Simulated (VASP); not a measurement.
Input of a VASP 6.6.1 run:

Contents of INCAR:

```
  PREC = Accurate
  ENCUT = 520
  EDIFF = 1E-7
  ISMEAR = -1
  SIGMA = 0.05
  LREAL = False
  LASPH = True
  NELM = 150
  ALGO = Normal
  ISIF = 2
  LWAVE = False
  LCHARG = False
  ISPIN = 2
  MAGMOM = 4 0
  LORBIT = 11
  LMAXMIX = 4
  GGA = CA
  NBANDS = 20
```

The input KPOINTS:

```
regular mesh
0
Gamma
  9 9 9
```

POSCAR

```
MnS
1.0
    0.0000000000      2.6045000000      2.6045000000
    2.6045000000      0.0000000000      2.6045000000
    2.6045000000      2.6045000000      0.0000000000
Mn S
1 1
Direct
    0.0000000000      0.0000000000      0.0000000000
    0.5000000000      0.5000000000      0.5000000000
```

Potentials or basis: VASP PAW LDA potentials, release 64 (Mn_pv, S).

The run is started by

```sh
$ cat potpaw_LDA.64/Mn_pv/POTCAR potpaw_LDA.64/S/POTCAR > POTCAR
$ mpirun -np 1 vasp_std > vasp.out
```

What does it give for the site moments?

Mn +4.06; S +0.09 μB.

What does it give for the net moment?

4.50 μB per cell.

Estimate the pressure.

-12.4 GPa.

Caveat: the cell stands under tension; a cell with one magnetic atom can't hold antiferromagnetic order, which such compounds often take.
